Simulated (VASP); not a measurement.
A run of VASP 6.6.1 is set up as follows.

Contents of INCAR:

```
SYSTEM = MgAl15HN16
  PREC = Accurate
  ENCUT = 520
  EDIFF = 1E-6
  ISMEAR = -1
  SIGMA = 0.01
  LREAL = Auto
  LASPH = .True.
  NELM = 120
  ALGO = Normal
  ISIF = 2
  LWAVE = .False.
  LCHARG = .False.
  GGA = PE
  NBANDS = 86
  GGA_COMPAT = .False.
  ISYM = -1
```

The input KPOINTS:

```
explicit points
4
Reciprocal
  0.25000000   0.25000000   0.25000000 2
  0.25000000   0.25000000   0.75000000 2
  0.25000000   0.75000000   0.25000000 2
  0.25000000   0.75000000   0.75000000 2
```

Contents of POSCAR:

```
MgAl15HN16
1.0
    6.2595139128      0.0000000578      0.0000000000
   -3.1297570064      5.4208980350      0.0000000000
    0.0000000000      0.0000000000     10.0348065929
Al Mg N H
15 1 16 1
Direct
    0.3297819290      0.1709116665      0.2372462960
    0.3326978727      0.1678275971      0.7539889055
    0.1643233818      0.3362435922      0.9981620281
    0.3322308120      0.6708268310      0.2502063971
    0.1532908859      0.8159520320      0.5061951453
    0.3324603115      0.6644348000      0.7521376820
    0.1641034131      0.8335552379      0.9999777303
    0.8298014288      0.1684195194      0.2501613487
    0.6845994899      0.3472459870      0.5061583865
    0.8359636512      0.1679860900      0.7521593724
    0.6670007085      0.3365156824      0.9999910835
    0.8313474950      0.6692903320      0.2497965012
    0.6626073010      0.8377535087      0.5011062983
    0.8312013356      0.6694541722      0.7528516377
    0.6648018412      0.8357590776      1.0011461537
    0.1703632259      0.3299184012      0.4985245970
    0.3499365284      0.1506107108      0.4311683846
    0.1643115124      0.3363841730      0.1896251023
    0.3316904549      0.1688694735      0.9436240303
    0.1690258924      0.3312639614      0.7004944375
    0.3381566964      0.6850373182      0.4368801781
    0.1639904805      0.8334466570      0.1886304534
    0.3315783491      0.6713987667      0.9417504058
    0.1660954611      0.8322061824      0.6929312753
    0.8152377860      0.1621235109      0.4368201571
    0.6670970536      0.3365620480      0.1886240667
    0.8291092469      0.1689926922      0.9417790866
    0.6684296290      0.3345537585      0.6929192057
    0.8294827649      0.6710027419      0.4405025997
    0.6664961746      0.8341413697      0.1897138905
    0.8301856845      0.6703511330      0.9409442362
    0.6667421175      0.8336019099      0.6915429936
    0.4437551211      0.0565612877      0.4043931606
```

Potentials or basis: VASP PAW PBE potentials, release 64 (Al, Mg, N, H).

Run with:

```bash
$ cat potpaw_PBE.64/Al/POTCAR potpaw_PBE.64/Mg/POTCAR potpaw_PBE.64/N/POTCAR potpaw_PBE.64/H/POTCAR > POTCAR
$ mpirun -np 1 vasp_std > vasp.out
```

Q: Estimate the band gap on the k mesh.

A: 4.86 eV.

Q: Predict the largest force.

A: 0.385 eV/Å.

Q: Predict the pressure.

A: 3.6 GPa.

Stress tensor (GPa, compression positive):
```
 2.90  0.31  0.46
 0.31  3.26 -0.27
 0.46 -0.27  4.53
```
